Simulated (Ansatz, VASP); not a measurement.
**BaTiO3 in VASP and in Ansatz**

```
Ba Ti O
1.0
     3.98545    0.00000    0.00000
     0.00000    3.98545    0.00000
     0.00000    0.00000    4.20048
Ba Ti O
1 1 3
Direct
  0.50000 0.50000 0.59128
  0.00000 0.00000 0.10842
  0.00000 0.50000 0.06024
  0.50000 0.00000 0.06024
  0.00000 0.00000 0.53981
```

Alike in both runs: task single point; functional PBE; k mesh 8 × 8 × 6; occupations gaussian, width 0.02 eV; no spin polarisation.

|  | VASP | Ansatz |
| --- | --- | --- |
| version | VASP 6.6.1 | Ansatz 0.2.0 |
| potentials or method | VASP PAW PBE potentials, release 64 (Ba_sv, Ti_sv, O), cutoff 520 eV | scalar-relativistic, plane waves, PAW |
| valence electrons in the cell | 40 | 40 |

|  | VASP | Ansatz | Ansatz less VASP |
| --- | --- | --- | --- |
| gap on the k mesh at the Fermi level (eV) | 1.79 | 1.84 | +0.055 |
| least direct gap on the mesh (eV) | 2.35 | 2.39 | +0.035 |
| pressure (GPa) | 1.6 | 0.0 | -1.58 |
| traceless stress, the component that is largest in VASP (GPa) | 0.05 | 0.02 | -0.033 |
| rms of the force components (eV/Å) | 0.034 | 0.001 | -0.0329 |

Atom by atom the forces differ by 0.034 eV/Å (rms over components). The functional is the same, so the differences come from potentials, cutoffs and numerics.

Neither program's run includes spin-orbit coupling.
